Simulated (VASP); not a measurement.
# Ti3Ag in VASP: further runs

Runs on Ti3Ag. Level: LDA. Tasks: relaxation of cell and atoms, relaxation of shape and atoms at fixed volume.

Everything below comes from runs of VASP 6.6.1. Logs are shortened: lines on timing, memory, paths and dates and some standing lists are left out, and cuts for length are marked.

## 1. The cell of the first run

The typed cell holds 4 atoms: a = 3.989 Å, b = 3.989 Å, c = 3.985 Å, α = 90.00°, β = 90.00°, γ = 90.00°.

## 2. Relaxation of cell and atoms, LDA

Input file INCAR:

```
  PREC = Accurate
  ENCUT = 600
  EDIFF = 1E-7
  ISMEAR = -1
  SIGMA = 0.15
  LREAL = False
  LASPH = True
  NELM = 100
  ALGO = Fast
  ISIF = 3
  LWAVE = False
  LCHARG = False
  GGA = CA
  IBRION = 2
  NSW = 80
  EDIFFG = -0.001
```

Input file KPOINTS:

```
regular mesh
0
Gamma
  10 10 10
```

Input file POSCAR:

```
Ti3Ag
1.0
    3.9892580144      0.0000000000      0.0000000000
    0.0000000000      3.9892580144      0.0000000000
    0.0000000000      0.0000000000      3.9850890099
Ti Ag
3 1
Direct
    0.0000000000      0.5000000000      0.5000000000
    0.5000000000      0.0000000000      0.5000000000
    0.5000000000      0.5000000000      0.0000000000
    0.0000000000      0.0000000000      0.0000000000
```

Potentials or basis: VASP PAW LDA potentials, release 64 (Ti_sv, Ag).

Launch:

```console
$ cat potpaw_LDA.64/Ti_sv/POTCAR potpaw_LDA.64/Ag/POTCAR > POTCAR
$ mpirun -np 1 vasp_std > vasp.out
```

OUTCAR:

```text
PREC = Accurate
   ENCUT = 600
   EDIFF = 1E-7
   ISMEAR = -1
   LREAL = False
   LASPH = True
   NELM = 100
   ISIF = 3
   GGA = CA
   IBRION = 2
   NSW = 80
   EDIFFG = -0.001

 ion  position               nearest neighbor table
   1  0.000  0.500  0.500-   3 2.82   4 2.82   3 2.82   4 2.82   4 2.82   4 2.82   3 2.82   3 2.82
                             2 2.82   2 2.82   2 2.82   2 2.82
   2  0.500  0.000  0.500-   3 2.82   4 2.82   3 2.82   4 2.82   3 2.82   3 2.82   4 2.82   4 2.82
                             1 2.82   1 2.82   1 2.82   1 2.82
   3  0.500  0.500  0.000-   1 2.82   2 2.82   1 2.82   2 2.82   2 2.82   2 2.82   1 2.82   1 2.82
                             4 2.82   4 2.82   4 2.82   4 2.82
   4  0.000  0.000  0.000-   1 2.82   2 2.82   1 2.82   2 2.82   1 2.82   1 2.82   2 2.82   2 2.82
                             3 2.82   3 2.82   3 2.82   3 2.82

  LATTYP: Found a simple tetragonal cell.
 ALAT       =     3.9892580144
 C/A-ratio  =     0.9989549424

  Lattice vectors:

 A1 = (   3.9892580144,   0.0000000000,   0.0000000000)
 A2 = (   0.0000000000,   3.9892580144,   0.0000000000)
 A3 = (   0.0000000000,   0.0000000000,   3.9850890099)

Analysis of symmetry for initial positions (statically):
=====================================================================
 Subroutine PRICEL returns:
 Original cell was already a primitive cell.

 Routine SETGRP: Setting up the symmetry group for a
 simple tetragonal supercell.

 Subroutine GETGRP returns: Found 16 space group operations
 (whereof 16 operations were pure point group operations)
 out of a pool of 16 trial point group operations.

The static configuration has the point symmetry D_4h.

Analysis of symmetry for dynamics (positions and initial velocities):
=====================================================================
 Subroutine PRICEL returns:
 Original cell was already a primitive cell.

 Routine SETGRP: Setting up the symmetry group for a
 simple tetragonal supercell.

 Subroutine GETGRP returns: Found 16 space group operations
 (whereof 16 operations were pure point group operations)
 out of a pool of 16 trial point group operations.

The dynamic configuration has the point symmetry D_4h.

 Subroutine INISYM returns: Found 16 space group operations
 (whereof 16 operations are pure point group operations),
 and found     1 'primitive' translations

----------------------------------------------------------------------------------------

                                     Primitive cell

  volume of cell :      63.4194

  direct lattice vectors                    reciprocal lattice vectors
     3.989258014  0.000000000  0.000000000     0.250673182  0.000000000  0.000000000
     0.000000000  3.989258014  0.000000000     0.000000000  0.250673182  0.000000000
     0.000000000  0.000000000  3.985089010     0.000000000  0.000000000  0.250935424

  length of vectors
     3.989258014  3.989258014  3.985089010     0.250673182  0.250673182  0.250935424

  position of ions in fractional coordinates (direct lattice)
     0.000000000  0.500000000  0.500000000
     0.500000000  0.000000000  0.500000000
     0.500000000  0.500000000  0.000000000
     0.000000000  0.000000000  0.000000000

  ion indices of the primitive-cell ions
   primitive index   ion index
                 1           1
                 2           2
                 3           3
                 4           4

----------------------------------------------------------------------------------------

 KPOINTS: regular mesh

Automatic generation of k-mesh.
 Grid dimensions read from file:
 generate k-points for:   10   10   10

 Generating k-lattice:

  Cartesian coordinates                     Fractional coordinates (reciprocal lattice)
     0.025067318  0.000000000  0.000000000     0.100000000  0.000000000  0.000000000
     0.000000000  0.025067318  0.000000000     0.000000000  0.100000000  0.000000000
     0.000000000  0.000000000  0.025093542     0.000000000  0.000000000  0.100000000

  Length of vectors
     0.025067318  0.025067318  0.025093542

  Shift w.r.t. Gamma in fractional coordinates (k-lattice)
     0.000000000  0.000000000  0.000000000

 Subroutine IBZKPT returns following result:
 ===========================================

 Found    126 irreducible k-points:

 Following reciprocal coordinates:
            Coordinates               Weight
  0.000000  0.000000  0.000000      1.000000
  0.100000  0.000000  0.000000      4.000000
  0.200000  0.000000  0.000000      4.000000
  0.300000  0.000000  0.000000      4.000000
  0.400000  0.000000  0.000000      4.000000
  0.500000  0.000000  0.000000      2.000000
[... 16 lines left out ...]
  0.100000  0.000000  0.100000      8.000000
  0.200000  0.000000  0.100000      8.000000
 [... further k-points ...]
   k-points           NKPTS =    126   k-points in BZ     NKDIM =    126   number of bands    NBANDS=     28
   number of dos      NEDOS =    301   number of ions     NIONS =      4
   total plane-waves  NPLWV =  32768
   dimension x,y,z NGX =    32 NGY =   32 NGZ =   32
   dimension x,y,z NGXF=    64 NGYF=   64 NGZF=   64
   ions per type =               3   1
   NGX,Y,Z   is equivalent  to a cutoff of  13.34, 13.34, 13.35 a.u.
   NGXF,Y,Z  is equivalent  to a cutoff of  26.67, 26.67, 26.70 a.u.
 SYSTEM =  unknown system
   PREC   = accura    normal or accurate (medium, high low for compatibility)
   ISTART =      0    job   : 0-new  1-cont  2-samecut
   ICHARG =      2    charge: 1-file 2-atom 10-const
   ISPIN  =      1    spin polarized calculation?
   LNONCOLLINEAR =      F non collinear calculations
   LSORBIT =      F    spin-orbit coupling
   LASPH  =      T    aspherical Exc in radial PAW
   ENCUT  =  600.0 eV  44.10 Ry    6.64 a.u.   7.97  7.97  7.96*2*pi/ulx,y,z
   NELM   =    100;   NELMIN=  2; NELMDL= -5     # of ELM steps
   EDIFF  = 0.1E-06   stopping-criterion for ELM
   LREAL  =      F    real-space projection
   EDIFFG = -.1E-02   stopping-criterion for IOM
   NSW    =     80    number of steps for IOM
   IBRION =      2    ionic relax: 0-MD 1-quasi-New 2-CG
   NFREE  =      1    steps in history (QN), initial steepest desc. (CG)
   ISIF   =      3    stress and relaxation
   ISYM   =      2    0-nonsym 1-usesym 2-fastsym
   POTIM  = 0.5000    time-step for ionic-motion
   TEBEG  =    0.0;   TEEND  =   0.0 temperature during run
   PSTRESS=    0.0 pullay stress
   NELECT =      47.0000    total number of electrons
   NUPDOWN=      -1.0000    fix difference up-down
   EMIN   =  10.00;   EMAX   =-10.00  energy-range for DOS
   EFERMI =   0.00;   METHOD = LEGACY
   ISMEAR =    -1;   SIGMA  =   0.15  broadening in eV -4-tet -1-fermi 0-gaus
   EFERMI_NEDOS =   21; number of points for ismear=-14 and -15
   IALGO  =     68    algorithm
   IMIX   =      4    mixing-type and parameters
     AMIX     =   0.40;   BMIX     =  1.00
     AMIX_MAG =   1.60;   BMIX_MAG =  1.00
  volume/ion in A,a.u.               =      15.85       106.99
  Fermi-wavevector in a.u.,A,eV,Ry     =   1.481494  2.799619 29.862417  2.194826
  Thomas-Fermi vector in A             =   2.595398
   LORBIT       =      0    0 simple, 1 ext, 2 COOP (PROOUT), +10 PAW based schemes
   GGA     = CA    functional components
   LHFCALC =     F    Hartree Fock is set to
   AEXX    =    0.0000 exact exchange contribution
   IVDW    =     0    specifies the selected vdW correction
   LEPSILON=     F    determine dielectric tensor
   LRPA    =     F    only Hartree local field effects (RPA)
 conjugate gradient relaxation of ions
 non-spin polarized calculation
 RMM-DIIS sequential band-by-band and
  energy-cutoff  :      600.00
  volume of cell :       63.42
 maximum number of plane-waves:      2176
 NGX is ok and might be reduce to    32
   NGX = 15   NGY = 15   NGZ = 15

--------------------------------------- Ionic step        1  -------------------------------------------

 number of electron      46.9999984 magnetization

 Free energy of the ion-electron system (eV)
  ---------------------------------------------------
  ext. energy  EPLUGINS =         0.00000000
  ---------------------------------------------------
  free energy    TOTEN  =       -29.46628010 eV

  energy without entropy =      -29.01677221  energy(sigma->0) =      -29.24152615

------------------------ aborting loop because EDIFF is reached ----------------------------------------

  FORCE on cell =-STRESS in cart. coord.  units (eV):
  Direction    XX          YY          ZZ          XY          YZ          ZX
  --------------------------------------------------------------------------------------
  -------------------------------------------------------------------------------------
  Total        0.2521302      0.2521302      0.2687898      0.0000000      0.0000000      0.0000000
  in kB        6.3696154      6.3696154      6.7904900      0.0000000      0.0000000      0.0000000
  external PRESSURE =       6.5099070 kB  Pullay stress =       0.0000000 kB

 VOLUME and BASIS-vectors are now :
 -----------------------------------------------------------------------------
  energy-cutoff  :      600.00
  volume of cell :       63.42
      direct lattice vectors                 reciprocal lattice vectors
     3.989258014  0.000000000  0.000000000     0.250673182  0.000000000  0.000000000
     0.000000000  3.989258014  0.000000000     0.000000000  0.250673182  0.000000000
     0.000000000  0.000000000  3.985089010     0.000000000  0.000000000  0.250935424
[... 191 lines left out ...]
 POSITION                                       TOTAL-FORCE (eV/Angst)
 -----------------------------------------------------------------------------------
      0.00000      1.99724      1.99666         0.000000      0.000000      0.000000
      1.99724     -0.00000      1.99666         0.000000     -0.000000      0.000000
      1.99724      1.99724     -0.00000         0.000000      0.000000      0.000000
      0.00000      0.00000     -0.00000         0.000000     -0.000000      0.000000
 -----------------------------------------------------------------------------------
    total drift:                                0.000000     -0.000000     -0.000000

  FREE ENERGIE OF THE ION-ELECTRON SYSTEM (eV)
  ---------------------------------------------------
  free  energy   TOTEN  =       -29.4668592406 eV

  energy  without entropy=      -29.0151670551  energy(sigma->0) =      -29.24101315

--------------------------------------- Ionic step        7  -------------------------------------------

 number of electron      46.9999985 magnetization

 Free energy of the ion-electron system (eV)
  ---------------------------------------------------
  ext. energy  EPLUGINS =         0.00000000
  ---------------------------------------------------
  free energy    TOTEN  =       -29.46685971 eV

  energy without entropy =      -29.01516788  energy(sigma->0) =      -29.24101380

 E-fermi :   9.0744     XC(G=0): -12.4085

 val. band max:        9.0723993596   @ k =   0.4000   0.3000   0.5000
 cond. band min:       9.0809347830   @ k =   0.2000   0.2000   0.4000
 fundamental gap:      0.0085354234
 Fermi energy:         9.0743943816

 k-point     1 :       0.0000    0.0000    0.0000
  band No.  band energies     occupation
      1     -46.8575      2.00000
      2     -46.6768      2.00000
      3     -46.6767      2.00000
      4     -23.7126      2.00000
      5     -23.7126      2.00000
      6     -23.7126      2.00000
[... 20 lines left out ...]
     27      11.5449      0.00000
[... 691 lines left out ...]
      6     -23.6332      2.00000
[... 20 lines left out ...]
     27      10.6804      0.00004
     28      11.5001      0.00000

 [... further k-points ...]
[... 5 lines left out ...]
  --------------------------------------------------------------------------------------
  -------------------------------------------------------------------------------------
  Total       -0.0035946     -0.0035946     -0.0030453      0.0000000      0.0000000      0.0000000
  in kB       -0.0903880     -0.0903880     -0.0765752      0.0000000      0.0000000      0.0000000
  external PRESSURE =      -0.0857837 kB  Pullay stress =       0.0000000 kB

 VOLUME and BASIS-vectors are now :
 -----------------------------------------------------------------------------
  energy-cutoff  :      600.00
  volume of cell :       63.72
      direct lattice vectors                 reciprocal lattice vectors
     3.994254489  0.000000000  0.000000000     0.250359611  0.000000000  0.000000000
     0.000000000  3.994254489 -0.000000000     0.000000000  0.250359611  0.000000000
     0.000000000 -0.000000000  3.993755143     0.000000000  0.000000000  0.250390914

 POSITION                                       TOTAL-FORCE (eV/Angst)
 -----------------------------------------------------------------------------------
      0.00000      1.99713      1.99688         0.000000      0.000000      0.000000
      1.99713     -0.00000      1.99688         0.000000     -0.000000      0.000000
      1.99713      1.99713      3.99376         0.000000      0.000000      0.000000
      0.00000      0.00000     -0.00000         0.000000     -0.000000      0.000000
 -----------------------------------------------------------------------------------
    total drift:                                0.000000      0.000000     -0.000000

  FREE ENERGIE OF THE ION-ELECTRON SYSTEM (eV)
  ---------------------------------------------------
  free  energy   TOTEN  =       -29.4668597080 eV

  energy  without entropy=      -29.0151678832  energy(sigma->0) =      -29.24101380

 reached required accuracy - stopping structural energy minimisation
```

Run time: 14 min. Hardware: 1 thread of Intel Xeon Platinum 8559C (Emerald Rapids), shared host; peak memory 0.36 GiB.

Results:

```
Free energy                           : -29.4669 eV
Relaxed volume                        : 15.93 Å³/atom
Relaxed cell                          : a = 3.994 Å, b = 3.994 Å, c = 3.994 Å, α = 90.00°, β = 90.00°, γ = 90.00°
Space group after relaxing (to 0.1 Å) : Pm-3m (No. 221)
Energy gained by relaxing             : 0.1 meV/atom
Ionic steps                           : 7
Pressure after relaxing               : 0.0 GPa
Band gap on the k mesh                : zero (an odd number of electrons rules out a gap without spin polarisation)
```

The path:
```tsv
step	energy change (eV)	largest force (eV/Å)	pressure (GPa)	volume (Å³)
1	0.0000	0.0000	0.65	63.42
2	0.0000	0.0000	-0.62	64.01
3	-0.0006	0.0000	0.00	63.71
4	-0.0006	0.0000	0.00	63.72
5	-0.0006	0.0000	-0.01	63.72
6	-0.0006	0.0000	-0.01	63.72
7	-0.0006	0.0000	-0.01	63.72
```

Final structure:
```yaml
crystal:
  lattice:
    - [3.99425, 0.00000, 0.00000]
    - [0.00000, 3.99425, 0.00000]
    - [0.00000, 0.00000, 3.99376]
  atoms:
    - { symbol: Ti, position: [0.00000, 0.50000, 0.50000] }
    - { symbol: Ti, position: [0.50000, 0.00000, 0.50000] }
    - { symbol: Ti, position: [0.50000, 0.50000, 0.00000] }
    - { symbol: Ag, position: [0.00000, 0.00000, 0.00000] }
```

## 3. Relaxation of shape and atoms at fixed volume, LDA (16.24 Å³/atom)

This run uses another cell than the first one, of 16.24 Å³/atom.

Input file INCAR:

```
SYSTEM = Ti3Ag
ALGO = Fast ; EDIFF = 1E-7
EDIFFG = -0.001 ; ENCUT = 600
GGA = CA ; IBRION = 2
ISIF = 4 ; ISMEAR = -1
LASPH = .TRUE. ; LCHARG = .FALSE.
LREAL = .FALSE. ; LWAVE = .FALSE.
NELM = 60 ; NSW = 80
PREC = Accurate ; SIGMA = 0.15
```

Input file KPOINTS:

```
k-points
0
G
  10 10 10
  0 0 0
```

Input file POSCAR:

```
Ti3Ag
1.0
    4.0200065375      0.0000000000      0.0000000000
    0.0000000000      4.0200065375      0.0000000000
    0.0000000000      0.0000000000      4.0199363402
Ti Ag
3 1
Direct
    0.0000000000      0.5000000000      0.5000000000
    0.5000000000      0.0000000000      0.5000000000
    0.5000000000      0.5000000000      0.0000000000
    0.0000000000      0.0000000000      0.0000000000
```

Potentials or basis: VASP PAW LDA potentials, release 64 (Ti_sv, Ag).

Launch:

```console
$ cat potpaw_LDA.64/Ti_sv/POTCAR potpaw_LDA.64/Ag/POTCAR > POTCAR
$ mpirun -np 1 vasp_std > vasp.out
```

Wall time 5.4 min (1 thread of Intel Xeon Platinum 8559C (Emerald Rapids), shared host); peak memory 0.35 GiB.

Results (log left out):

```yaml
Free_energy: -29.4576 eV
Pressure_after_relaxing: -2.5 GPa
Band_gap_on_the_k_mesh: zero (an odd number of electrons rules out a gap without spin polarisation)
```

Final structure:
```
Ti Ag
1.0
     4.02001    0.00000    0.00000
     0.00000    4.02001    0.00000
     0.00000    0.00000    4.01994
Ti Ag
3 1
Direct
  0.00000 0.50000 0.50000
  0.50000 0.00000 0.50000
  0.50000 0.50000 0.00000
  0.00000 0.00000 0.00000
```

Levels at points of the mesh, in eV from the Fermi level:
```tsv
k point	band 22	band 23	band 24	band 25	band 26	band 27
(0.00, 0.00, 0.00)	-0.60	-0.08	-0.08	2.41	2.65	2.65
(0.50, 0.00, 0.00)	-0.68	-0.68	0.84	0.84	0.87	1.10
(0.50, 0.50, 0.00)	-0.78	-0.38	-0.16	-0.16	1.10	1.12
(0.00, 0.00, 0.50)	-0.68	-0.68	0.84	0.84	0.87	1.10
(0.50, 0.00, 0.50)	-0.78	-0.38	-0.16	-0.16	1.10	1.10
(0.50, 0.50, 0.50)	0.27	0.27	0.27	0.67	0.67	0.67
```

Caveat: the relaxation stopped at its first step, so nothing moved.
